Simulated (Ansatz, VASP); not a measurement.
## Hg: VASP beside Ansatz

Contents of INCAR:

```
ALGO = Fast
EDIFF = 1E-7
ENCUT = 520
GGA = PE
ISIF = 2
ISMEAR = -1
LASPH = T
LCHARG = F
LREAL = F
LWAVE = F
NBANDS = 25
NELM = 60
PREC = Accurate
SIGMA = 0.05
```

KPOINTS

```
k-points
0
Gamma
  7 7 7
```

Contents of POSCAR:

```
Hg
1.0
    4.5400000000      0.0000000000      0.0000000000
   -2.2700000000      3.9317553332      0.0000000000
    0.0000000000      0.0000000000      3.8700000000
Hg
3
Direct
    0.6642340000      0.3414550000      0.5016710000
   -0.0077680000     -0.0076740000      0.0156180000
    0.3385320000      0.6656200000      0.4940600000
```

Contents of input.yaml:

```yaml
crystal:
  lattice:
    - [4.54, 0.0, 0.0]
    - [-2.27, 3.9317553332, 0.0]
    - [0.0, 0.0, 3.87]
  atoms:
    - { symbol: Hg, position: [0.664234, 0.341455, 0.501671] }
    - { symbol: Hg, position: [-0.007768, -0.007674, 0.015618] }
    - { symbol: Hg, position: [0.338532, 0.66562, 0.49406] }
hamiltonian:
  xc: pbe
  pseudopotentials: { kind: paw }
kpoints:
  mp_grid: { grid: [7, 7, 7] }
scf:
  occupations: { method: fermi_dirac, width: 0.05 }
output:
  forces: true
  stress: true
  eigenvalues: true
  write_density: true
  write_potential: true
  elf: true
  volumetric_format: npy
```

Change from the starting cell: atoms moved at random, drawn with an rms of 0.05 Å.

Alike in both runs: task single point; functional PBE; k mesh 7 × 7 × 7; occupations fermi-dirac, width 0.05 eV; no spin polarisation.

```csv
,VASP,Ansatz
version,VASP 6.6.1,Ansatz 0.2.0
potentials or method,"VASP PAW PBE potentials, release 64 (Hg)",Ansatz PAW
plane-wave cutoff (eV),520,420
valence electrons in the cell,36,60
```

VASP gave:

* gap on the k mesh at the Fermi level (eV): none
* pressure (GPa): 13.9
* traceless stress, the component that is largest in VASP (GPa): -9.58
* rms of the force components (eV/Å): 0.421

**Question.** Which values does Ansatz return?

**Answer.** gap on the k mesh at the Fermi level (eV): none; pressure (GPa): 13.0; traceless stress, the component that is largest in VASP (GPa): -9.00; rms of the force components (eV/Å): 0.396.

Atom by atom the forces differ by 0.025 eV/Å (rms over components). A gap of «none» marks a metal or a gap that the smearing closes. VASP's potentials hold 36 valence electrons a cell and Ansatz's 60, so a difference there can come from the potentials and not from the codes.

Neither program's run includes spin-orbit coupling.
